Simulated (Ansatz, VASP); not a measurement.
# Two plane-wave programs on PtC3

File INCAR:

```
PREC = Accurate ; ENCUT = 600
EDIFF = 1E-6 ; ISMEAR = 0
SIGMA = 0.1 ; LREAL = F
LASPH = T ; NELM = 60
ALGO = Normal ; ISIF = 3
LWAVE = F ; LCHARG = F
GGA = PE ; IBRION = 2
NSW = 100 ; EDIFFG = -0.01
```

Contents of KPOINTS:

```
regular mesh
0
Gamma
  12 12 16
```

File POSCAR:

```
PtC3
1.0
    3.6631251791      0.0000000000      0.0000000000
    0.0000000000      3.6631251791      0.0000000000
    0.0000000000      0.0000000000      2.8612906055
Pt C
1 3
Direct
    0.0000000000      0.0000000000      0.0000000000
    0.0000000000      0.5000000000      0.5000000000
    0.5000000000      0.0000000000      0.5000000000
    0.5000000000      0.5000000000      0.0000000000
```

Input for Ansatz:

```yaml
crystal:
  lattice:
    - [3.6631251791, 0.0, 0.0]
    - [0.0, 3.6631251791, 0.0]
    - [0.0, 0.0, 2.8612906055]
  atoms:
    - { symbol: Pt, position: [0.0, 0.0, 0.0] }
    - { symbol: C, position: [0.0, 0.5, 0.5] }
    - { symbol: C, position: [0.5, 0.0, 0.5] }
    - { symbol: C, position: [0.5, 0.5, 0.0] }
basis:
  ecutwfc: 420
kpoints:
  mp_grid: { grid: [12, 12, 16] }
hamiltonian:
  xc: pbe
scf:
  occupations: { method: gaussian, width: 0.1 }
output:
  forces: true
  stress: true
  eigenvalues: true
relax:
  adjacent_minimum: "off"
  f_tol: 0.01
  max_steps: 80
  cell: { stress_tol: 0.05 }
```

Alike in both runs: task relaxation of cell and atoms; functional PBE; k mesh 12 × 12 × 16; occupations gaussian, width 0.1 eV; no spin polarisation.

```csv
,VASP,Ansatz
version,VASP 6.6.1,Ansatz 0.2.0
potentials or method,"VASP PAW PBE potentials, release 64 (Pt, C), cutoff 600 eV","scalar-relativistic, plane waves, PAW"
valence electrons in the cell,22,30
```

```tsv
	VASP	Ansatz	Ansatz less VASP
gap on the k mesh at the Fermi level, each at its own relaxed structure (eV)	none	none	-
relaxed volume (Å³/atom)	9.59	9.60	+0.007
relaxed cell length with the largest relative difference (Å)	3.615	3.616	+0.0014
```

A gap of «none» marks a metal or a gap that the smearing closes. VASP's potentials hold 22 valence electrons a cell and Ansatz's 30, so a difference there can come from the potentials and not from the codes.

Spin-orbit coupling is off throughout.
